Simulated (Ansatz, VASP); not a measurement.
# MgO in VASP and in Ansatz

```
CELL_PARAMETERS angstrom
3.57125 0.00000 0.00000
-1.78562 3.09279 0.00000
0.00000 0.00000 4.41370
ATOMIC_POSITIONS crystal
Mg 0.33333 0.66667 0.02584
Mg 0.66667 0.33333 0.52584
O 0.33333 0.66667 0.39828
O 0.66667 0.33333 0.89828
```

Alike in both runs: task single point; functional PBE; k mesh 9 × 9 × 6; occupations gaussian, width 0.05 eV; no spin polarisation.

```csv
,VASP,Ansatz
version,VASP 6.6.1,Ansatz 0.2.0
potentials or method,"VASP PAW PBE potentials, release 64 (Mg, O), cutoff 520 eV","scalar-relativistic, plane waves, PAW"
valence electrons in the cell,16,32
```

```tsv
	VASP	Ansatz	Ansatz less VASP
gap on the k mesh at the Fermi level (eV)	3.21	3.21	+0.006
least direct gap on the mesh (eV)	3.21	3.21	+0.004
pressure (GPa)	16.5	16.1	-0.33
traceless stress, the component that is largest in VASP (GPa)	56.11	54.50	-1.612
rms of the force components (eV/Å)	4.154	4.026	-0.1288
```

Atom by atom the forces differ by 0.129 eV/Å (rms over components). The functional is the same, so the differences come from potentials, cutoffs and numerics. VASP's potentials hold 16 valence electrons a cell and Ansatz's 32, so a difference there can come from the potentials and not from the codes.
